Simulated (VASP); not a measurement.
Crystal: CuO.

```
CELL_PARAMETERS angstrom
2.34185 -1.71130 0.00000
2.34185 1.71130 0.00000
-0.85003 0.00000 5.05787
ATOMIC_POSITIONS crystal
Cu 0.00000 0.50000 0.00000
Cu 0.50000 0.00000 0.50000
O 0.58160 0.41840 0.25000
O 0.41840 0.58160 0.75000
```

Base run:

```yaml
Program: VASP 6.6.1
Functional: PBE
Potentials_or_basis: VASP PAW PBE potentials, release 64 (Cu, O)
Cutoff: 520 eV
k_mesh: 7 × 7 × 4
Occupations: gaussian, width 0.05 eV
Spin: collinear spin, zero start
Starting_moments: "[0.0, 0.0, 0.0, 0.0] μB"
Hubbard_terms: Cu d U = 5.0 eV
```

Its results: band gap on the k mesh zero (filled and empty bands overlap); pressure 2.4 GPa; net moment 0.00 μB per cell; largest force 0.224 eV/Å.

The run is repeated on the same cell with these changes: spin from collinear spin, zero start to collinear spin, ferromagnetic start; moments at the start from [0.0, 0.0, 0.0, 0.0] to [0.69, 0.69, 0.36, 0.36]. What comes out?

Band gap on the k mesh 0.41 eV, indirect (least direct gap 0.42 eV); pressure 4.1 GPa; net moment 2.00 μB per cell; site moments Cu +0.68; O +0.28 μB; largest force 0.031 eV/Å.

A k mesh can miss the band edges.
